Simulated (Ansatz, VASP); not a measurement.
# Ni: VASP beside Ansatz

INCAR

```
ALGO = Normal
EDIFF = 1E-6
ENCUT = 520
GGA = CA
ISIF = 2
ISMEAR = -1
ISPIN = 2
LASPH = True
LCHARG = False
LMAXMIX = 4
LORBIT = 11
LREAL = False
LWAVE = False
MAGMOM = 0.463
NBANDS = 15
NELM = 150
PREC = Accurate
SIGMA = 0.05
```

The input KPOINTS:

```
k-points
0
Gamma
  23 23 23
```

Contents of POSCAR:

```
Ni
1.0
    2.2600048197      0.0000000000      0.0000000000
    0.0000000000      2.2600048197      0.0000000000
    0.0000000000      0.0000000000      2.2600048197
Ni
1
Direct
    0.0000000000      0.0000000000      0.0000000000
```

Input for Ansatz:

```yaml
crystal:
  lattice:
    - [2.2600048197, 0.0, 0.0]
    - [0.0, 2.2600048197, 0.0]
    - [0.0, 0.0, 2.2600048197]
  atoms:
    - { symbol: Ni, position: [0.0, 0.0, 0.0], spin: 0.463 }
hamiltonian:
  xc: lda
  pseudopotentials:
    kind: paw
    azcp:
      Ni: "pseudopotentials/Ni.paw.azcp"
basis:
  ecutwfc: 420
  fft_grid_basis: typed
kpoints:
  mp_grid: { grid: [23, 23, 23], shift: [0, 0, 0] }
magnetization:
  spin_polarized: true
scf:
  occupations: { method: fermi_dirac, width: 0.05 }
output:
  stress: true
```

Alike in both runs: task single point; functional LDA; k mesh 23 × 23 × 23; occupations fermi-dirac, width 0.05 eV; collinear spin.

|  | VASP | Ansatz |
| --- | --- | --- |
| version | VASP 6.6.1 | Ansatz 0.2.0 |
| potentials or method | VASP PAW LDA potentials, release 64 (Ni), cutoff 520 eV | plane waves (420 eV) with PAW, scalar-relativistic |
| valence electrons in the cell | 10 | 18 |

```tsv
	VASP	Ansatz	Ansatz less VASP
pressure (GPa)	-0.3	0.0	+0.28
net moment per atom (μB)	0.42	0.46	+0.038
size of the moment on the site where the two differ most (μB)	0.42	0.46	+0.044
```

Ansatz warns that its potentials were made for another functional, while VASP's fit it. LDA's correlation is that of Perdew and Zunger in VASP and of Perdew and Wang (1992) in Ansatz. Site moments also hang on the region over which each program counts them. VASP's potentials hold 10 valence electrons a cell and Ansatz's 18, so a difference there can come from the potentials and not from the codes.
